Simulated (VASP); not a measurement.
Here is a VASP 6.6.1 calculation.

INCAR

```
SYSTEM = InSe
ALGO = Normal
EDIFF = 1E-6
ENCUT = 520
GGA = PS
ISIF = 2
ISMEAR = 0
LASPH = .True.
LCHARG = .False.
LREAL = .False.
LWAVE = .False.
NBANDS = 27
NELM = 60
PREC = Accurate
SIGMA = 0.05
```

Contents of KPOINTS:

```
k-points
0
Gamma
  8 8 6
  0 0 0
```

File POSCAR:

```
InSe
1.0
    5.8749264423     -2.0552742521     -0.0052948673
    5.8749264423      2.0552742521     -0.0052948673
   -1.6051187023      0.0000000000      4.2720903652
In Se
2 2
Direct
    0.8858026589      0.8858026589      0.0290539339
    0.1141973411      0.1141973411      0.9709460661
    0.6495339685      0.6495339685      0.6286969775
    0.3452787783      0.3452787783      0.3625132294
```

Potentials or basis: VASP PAW PBE potentials, release 64 (In_d, Se).

Launch:

```sh
$ cat potpaw_PBE.64/In_d/POTCAR potpaw_PBE.64/Se/POTCAR > POTCAR
$ mpirun -np 1 vasp_std > vasp.out
```

Question: Estimate the band gap on the k mesh.

Answer: 0.58 eV, indirect (least direct gap 0.96 eV).

Question: Estimate the largest force.

Answer: 0.316 eV/Å.

Question: What does it give for the pressure?

Answer: -0.3 GPa.

Forces on the atoms (eV/Å):
```
In  -0.144  0.000 -0.145
In  -0.003  0.000 -0.026
Se   0.228  0.000  0.218
Se  -0.081  0.000 -0.046
```

Caveat: the cell differs from its parent crystal (atom 3 (Se) moved -0.060 Å towards its neighbour atom 1 (In) at 2.673 Å); the PAW data sets were made with another functional, which shifts forces and pressure a little; spin-orbit coupling is left out, which moves the levels of the heavy elements. A k mesh can miss the band edges.
